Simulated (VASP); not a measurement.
# Al2Cu (I4/mcm) in VASP: a series of runs

Runs on Al2Cu. Level: PBE+D3(BJ). Tasks: single point, relaxation of cell and atoms.

All numbers are computed with VASP 6.6.1; they aren't measurements. Logs are shortened: lines on timing, memory, paths and dates and some standing lists are left out, and cuts for length are marked.

## (1) The cell of the first run

Symmetry: I4/mcm, No. 140, tetragonal system. The conventional cell has a = 5.964 Å, b = 5.964 Å, c = 4.811 Å, α = 90.00°, β = 90.00°, γ = 90.00°. Al (site symmetry m2m) has 4 Cu at 2.55 Å and 11 Al at 2.67 to 3.18 Å within 3.4 Å. Cu (site symmetry 422) has 2 Cu at 2.41 Å and 8 Al at 2.55 Å within 3.2 Å.

## (2) Single point, PBE+D3(BJ)

INCAR reads:

```
  PREC = Accurate
  ENCUT = 520
  EDIFF = 1E-7
  ISMEAR = 0
  SIGMA = 0.1
  LREAL = F
  LASPH = T
  NELM = 100
  ALGO = Normal
  ISIF = 2
  LWAVE = F
  LCHARG = F
  GGA = PE
  IVDW = 12
  NBANDS = 26
```

KPOINTS reads:

```
regular mesh
0
Gamma
  10 10 10
```

POSCAR reads:

```
Al2Cu
1.0
   -2.9821707749      2.9821707749      2.4052543882
    2.9821707749     -2.9821707749      2.4052543882
    2.9821707749      2.9821707749     -2.4052543882
Al Cu
4 2
Direct
    0.1582064579      0.6582064579      0.8164129158
    0.6582064579      0.8417935421      0.5000000000
    0.8417935421      0.3417935421      0.1835870842
    0.3417935421      0.1582064579      0.5000000000
    0.7500000000      0.7500000000      0.0000000000
    0.2500000000      0.2500000000      0.0000000000
```

Potentials or basis: VASP PAW PBE potentials, release 64 (Al, Cu).

Command:

```bash
$ cat potpaw_PBE.64/Al/POTCAR potpaw_PBE.64/Cu/POTCAR > POTCAR
$ mpirun -np 1 vasp_std > vasp.out
```

OUTCAR:

```text
PREC = Accurate
   ENCUT = 520
   EDIFF = 1E-7
   ISMEAR = 0
   LREAL = F
   LASPH = T
   NELM = 100
   ISIF = 2
   GGA = PE
   IVDW = 12
 IVDW          = 12

 ion  position               nearest neighbor table
   1  0.158  0.658  0.816-   5 2.55   6 2.55   5 2.55   6 2.55   3 2.67   3 2.86   3 2.86   2 3.06
                             4 3.06   4 3.06   2 3.06   4 3.18   2 3.18   2 3.18   4 3.18
   2  0.658  0.842  0.500-   5 2.55   5 2.55   6 2.55   6 2.55   4 2.67   4 2.86   4 2.86   1 3.06
                             3 3.06   1 3.06   3 3.06   1 3.18   3 3.18   1 3.18   3 3.18
   3  0.842  0.342  0.184-   5 2.55   6 2.55   5 2.55   6 2.55   1 2.67   1 2.86   1 2.86   4 3.06
                             2 3.06   2 3.06   4 3.06   4 3.18   2 3.18   4 3.18   2 3.18
   4  0.342  0.158  0.500-   6 2.55   6 2.55   5 2.55   5 2.55   2 2.67   2 2.86   2 2.86   1 3.06
                             3 3.06   1 3.06   3 3.06   1 3.18   3 3.18   3 3.18   1 3.18
   5  0.750  0.750  0.000-   6 2.41   6 2.41   2 2.55   3 2.55   3 2.55   2 2.55   1 2.55   1 2.55
                             4 2.55   4 2.55
   6  0.250  0.250  0.000-   5 2.41   5 2.41   3 2.55   4 2.55   3 2.55   4 2.55   1 2.55   1 2.55
                             2 2.55   2 2.55

  LATTYP: Found a body centered tetragonal cell.
 ALAT       =     5.9643415498
 C/A-ratio  =     0.8065448191

  Lattice vectors:

 A1 = (  -2.9821707749,   2.9821707749,   2.4052543882)
 A2 = (   2.9821707749,  -2.9821707749,   2.4052543882)
 A3 = (   2.9821707749,   2.9821707749,  -2.4052543882)

Analysis of symmetry for initial positions (statically):
=====================================================================
 Subroutine PRICEL returns:
 Original cell was already a primitive cell.

 Routine SETGRP: Setting up the symmetry group for a
 body centered tetragonal supercell.

 Subroutine GETGRP returns: Found 16 space group operations
 (whereof  8 operations were pure point group operations)
 out of a pool of 16 trial point group operations.

The static configuration has the point symmetry C_4h.
 The point group associated with its full space group is D_4h.

Analysis of symmetry for dynamics (positions and initial velocities):
=====================================================================
 Subroutine PRICEL returns:
 Original cell was already a primitive cell.

 Routine SETGRP: Setting up the symmetry group for a
 body centered tetragonal supercell.

 Subroutine GETGRP returns: Found 16 space group operations
 (whereof  8 operations were pure point group operations)
 out of a pool of 16 trial point group operations.

The dynamic configuration has the point symmetry C_4h.
 The point group associated with its full space group is D_4h.

 Subroutine INISYM returns: Found 16 space group operations
 (whereof  8 operations are pure point group operations),
 and found     1 'primitive' translations

----------------------------------------------------------------------------------------

                                     Primitive cell

  volume of cell :      85.5630

  direct lattice vectors                    reciprocal lattice vectors
    -2.982170775  2.982170775  2.405254388     0.000000000  0.167663101  0.207878220
     2.982170775 -2.982170775  2.405254388     0.167663101  0.000000000  0.207878220
     2.982170775  2.982170775 -2.405254388     0.167663101  0.167663101  0.000000000

  length of vectors
     4.855093586  4.855093586  4.855093586     0.267066040  0.267066040  0.237111431

  position of ions in fractional coordinates (direct lattice)
     0.158206458  0.658206458  0.816412916
     0.658206458  0.841793542  0.500000000
     0.841793542  0.341793542  0.183587084
     0.341793542  0.158206458  0.500000000
     0.750000000  0.750000000  0.000000000
     0.250000000  0.250000000  0.000000000

  ion indices of the primitive-cell ions
   primitive index   ion index
                 1           1
                 2           2
                 3           3
                 4           4
                 5           5
                 6           6

----------------------------------------------------------------------------------------

 KPOINTS: regular mesh

Automatic generation of k-mesh.
 Grid dimensions read from file:
 generate k-points for:   10   10   10

 Generating k-lattice:

  Cartesian coordinates                     Fractional coordinates (reciprocal lattice)
     0.000000000  0.016766310  0.020787822     0.100000000 -0.000000000  0.000000000
     0.016766310  0.000000000  0.020787822    -0.000000000  0.100000000  0.000000000
     0.016766310  0.016766310  0.000000000     0.000000000  0.000000000  0.100000000

  Length of vectors
     0.026706604  0.026706604  0.023711143

  Shift w.r.t. Gamma in fractional coordinates (k-lattice)
     0.000000000  0.000000000  0.000000000

 Subroutine IBZKPT returns following result:
 ===========================================

 Found    102 irreducible k-points:

 Following reciprocal coordinates:
            Coordinates               Weight
  0.000000  0.000000  0.000000      1.000000
  0.100000  0.000000 -0.000000      8.000000
  0.200000  0.000000 -0.000000      8.000000
  0.300000 -0.000000  0.000000      8.000000
  0.400000  0.000000 -0.000000      8.000000
  0.500000  0.000000 -0.000000      4.000000
[... 16 lines left out ...]
  0.300000  0.300000  0.000000      8.000000
  0.400000  0.300000  0.000000     16.000000
 [... further k-points ...]
   k-points           NKPTS =    102   k-points in BZ     NKDIM =    102   number of bands    NBANDS=     26
   number of dos      NEDOS =    301   number of ions     NIONS =      6
   total plane-waves  NPLWV =  46656
   dimension x,y,z NGX =    36 NGY =   36 NGZ =   36
   dimension x,y,z NGXF=    72 NGYF=   72 NGZF=   72
   ions per type =               4   2
   NGX,Y,Z   is equivalent  to a cutoff of  12.33, 12.33, 12.33 a.u.
   NGXF,Y,Z  is equivalent  to a cutoff of  24.65, 24.65, 24.65 a.u.
 SYSTEM =  unknown system
   PREC   = accura    normal or accurate (medium, high low for compatibility)
   ISTART =      0    job   : 0-new  1-cont  2-samecut
   ICHARG =      2    charge: 1-file 2-atom 10-const
   ISPIN  =      1    spin polarized calculation?
   LNONCOLLINEAR =      F non collinear calculations
   LSORBIT =      F    spin-orbit coupling
   LASPH  =      T    aspherical Exc in radial PAW
   ENCUT  =  520.0 eV  38.22 Ry    6.18 a.u.   9.03  9.03  9.03*2*pi/ulx,y,z
   NELM   =    100;   NELMIN=  2; NELMDL= -5     # of ELM steps
   EDIFF  = 0.1E-06   stopping-criterion for ELM
   LREAL  =      F    real-space projection
   EDIFFG = 0.1E-05   stopping-criterion for IOM
   NSW    =      0    number of steps for IOM
   IBRION =     -1    ionic relax: 0-MD 1-quasi-New 2-CG
   NFREE  =      0    steps in history (QN), initial steepest desc. (CG)
   ISIF   =      2    stress and relaxation
   ISYM   =      2    0-nonsym 1-usesym 2-fastsym
   POTIM  = 0.5000    time-step for ionic-motion
   TEBEG  =    0.0;   TEEND  =   0.0 temperature during run
   PSTRESS=    0.0 pullay stress
   NELECT =      34.0000    total number of electrons
   NUPDOWN=      -1.0000    fix difference up-down
   EMIN   =  10.00;   EMAX   =-10.00  energy-range for DOS
   EFERMI =   0.00;   METHOD = LEGACY
   ISMEAR =     0;   SIGMA  =   0.10  broadening in eV -4-tet -1-fermi 0-gaus
   EFERMI_NEDOS =   21; number of points for ismear=-14 and -15
   IALGO  =     38    algorithm
   IMIX   =      4    mixing-type and parameters
     AMIX     =   0.40;   BMIX     =  1.00
     AMIX_MAG =   1.60;   BMIX_MAG =  1.00
  volume/ion in A,a.u.               =      14.26        96.23
  Fermi-wavevector in a.u.,A,eV,Ry     =   1.203573  2.274423 19.709238  1.448588
  Thomas-Fermi vector in A             =   2.339323
   LORBIT       =      0    0 simple, 1 ext, 2 COOP (PROOUT), +10 PAW based schemes
   GGA     = PE    functional components
   LHFCALC =     F    Hartree Fock is set to
   AEXX    =    0.0000 exact exchange contribution
   IVDW    =    12    specifies the selected vdW correction
   LEPSILON=     F    determine dielectric tensor
   LRPA    =     F    only Hartree local field effects (RPA)
 non-spin polarized calculation
 Gauss-broadening in eV      SIGMA  =   0.10
  energy-cutoff  :      520.00
  volume of cell :       85.56
 maximum number of plane-waves:      2326
   NGX = 19   NGY = 19   NGZ = 19

 number of electron      34.0000030 magnetization

 Free energy of the ion-electron system (eV)
  ---------------------------------------------------
  ext. energy  EPLUGINS =         0.00000000
  ---------------------------------------------------
  free energy    TOTEN  =       -23.32733885 eV

  energy without entropy =      -23.31809090  energy(sigma->0) =      -23.32271488

 E-fermi :   8.4545     XC(G=0): -11.0432

 val. band max:        8.4496556715   @ k =  -0.2000   0.2000   0.2000
 cond. band min:       8.4545948676   @ k =   0.0000   0.0000   0.0000
 fundamental gap:      0.0049391961
 Fermi energy:         8.4545472815

 k-point     1 :       0.0000    0.0000    0.0000
  band No.  band energies     occupation
      1      -2.5941      2.00000
      2       2.9681      2.00000
      3       3.1551      2.00000
      4       3.1551      2.00000
      5       3.1842      2.00000
      6       4.1095      2.00000
[... 18 lines left out ...]
     25      13.9085      0.00000
     26      14.5012      0.00000

 k-point     2 :       0.1000    0.0000   -0.0000
  band No.  band energies     occupation
      1      -2.4865      2.00000
      2       2.9591      2.00000
      3       3.1313      2.00000
      4       3.1507      2.00000
      5       3.2088      2.00000
      6       4.0918      2.00000
[... 18 lines left out ...]
     25      14.0288      0.00000
[... 608 lines left out ...]
     25      14.7842      0.00000
     26      15.7445      0.00000

 k-point    24 :       0.4000    0.3000    0.0000
  band No.  band energies     occupation
      1      -0.1691      2.00000
      2       0.6191      2.00000
      3       1.4199      2.00000
      4       3.0368      2.00000
      5       3.5639      2.00000
      6       3.7185      2.00000
[... 18 lines left out ...]
     25      15.6800      0.00000
     26      15.7082      0.00000

 [... further k-points ...]

------------------------ aborting loop because EDIFF is reached ----------------------------------------

 Edisp (eV)   -2.50855

 E8    (eV) :    -1.1062

  FORCE on cell =-STRESS in cart. coord.  units (eV):
  Direction    XX          YY          ZZ          XY          YZ          ZX
  --------------------------------------------------------------------------------------
  -------------------------------------------------------------------------------------
  Total       0.05666     0.05666     0.08645     0.00000     0.00000     0.00000
  in kB       1.06102     1.06102     1.61884     0.00000     0.00000     0.00000
  external pressure =        1.25 kB  Pullay stress =        0.00 kB

 VOLUME and BASIS-vectors are now :
 -----------------------------------------------------------------------------
  energy-cutoff  :      520.00
  volume of cell :       85.56
      direct lattice vectors                 reciprocal lattice vectors
    -2.982170775  2.982170775  2.405254388     0.000000000  0.167663101  0.207878220
     2.982170775 -2.982170775  2.405254388     0.167663101  0.000000000  0.207878220
     2.982170775  2.982170775 -2.405254388     0.167663101  0.167663101  0.000000000

 POSITION                                       TOTAL-FORCE (eV/Angst)
 -----------------------------------------------------------------------------------
      3.92577      0.94360      0.00000        -0.001134     -0.001134     -0.000000
      2.03857      0.94360      2.40525         0.001134     -0.001134     -0.000000
     -0.94360      2.03857      2.40525         0.001134      0.001134      0.000000
      0.94360      2.03857      0.00000        -0.001134      0.001134     -0.000000
      0.00000      0.00000      3.60788        -0.000000      0.000000     -0.000000
      0.00000      0.00000      1.20263         0.000000     -0.000000     -0.000000
 -----------------------------------------------------------------------------------
    total drift:                                0.000000     -0.000000      0.000000

  FREE ENERGIE OF THE ION-ELECTRON SYSTEM (eV)
  ---------------------------------------------------
  free  energy   TOTEN  =       -25.8358870634 eV

  energy  without entropy=      -25.8266391148  energy(sigma->0) =      -25.83126309
```

It took 2.4 min on 1 thread of AMD EPYC 9R45 (Zen 5), shared host; peak memory 0.31 GiB.

What came out:

```yaml
Free_energy: -25.8359 eV
Pressure: 0.1 GPa
Band_gap_on_the_k_mesh: zero (bands 17 and 18 overlap by 4.45 eV)
Dispersion_energy_per_atom: -0.418 eV
```

(Continued in part 2 of 2.)
